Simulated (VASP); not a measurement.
Crystal: NaH.

```xyz
2
Lattice="0.0000 2.3975 2.3975 2.3975 0.0000 2.3975 2.3975 2.3975 0.0000" Properties=species:S:1:pos:R:3 pbc="T T T"
Na    0.0000    0.0000    0.0000
H     2.3975    2.3975    2.3975
```

Base run:

* Program: VASP 6.6.1
* Functional: r2SCAN
* Potentials or basis: VASP PAW PBE potentials, release 64 (Na_pv, H)
* Cutoff: 520 eV
* k mesh: 8 × 8 × 8
* Occupations: gaussian, width 0.01 eV
* Spin: no spin polarisation

Its results: band gap on the k mesh 4.41 eV (least direct gap 5.26 eV); electronic dielectric tensor (diagonal) 2.85.

Question: The run is repeated on the same cell with these changes: functional from r2SCAN to PBE. What comes out?

Answer: Band gap on the k mesh 3.80 eV (least direct gap 4.67 eV); electronic dielectric tensor (diagonal) 3.12.

A k mesh can miss the band edges.
